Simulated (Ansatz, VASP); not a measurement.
## C in VASP and in Ansatz

```
C
1.0
     0.00000    2.04365    3.60446
     1.18068    0.00000    3.60446
     1.18068    2.04365    0.00000
C
2
Direct
  0.16671 0.83329 0.16671
  0.83329 0.16671 0.83329
```

Change from the starting cell: volume 8.697 Å^3 an atom, stretch along c over the lengths across it, relative to the relaxed cell 1.1290.

Alike in both runs: task single point; functional PBEsol; dispersion D3(BJ); k mesh 18 × 18 × 18; occupations gaussian, width 0.03 eV; no spin polarisation.

|  | VASP | Ansatz |
| --- | --- | --- |
| version | VASP 6.6.1 | Ansatz 0.2.0 |
| potentials or method | VASP PAW PBE potentials, release 64 (C), cutoff 520 eV | scalar-relativistic, plane waves, PAW |
| valence electrons in the cell | 8 | 8 |

```csv
,VASP,Ansatz,Ansatz less VASP
gap on the k mesh at the Fermi level (eV),0.05,0.05,0.000
least direct gap on the mesh (eV),0.09,0.09,0.000
```

VASP's potentials were made for PBE, not for PBEsol, and Ansatz warns of the same on its side.
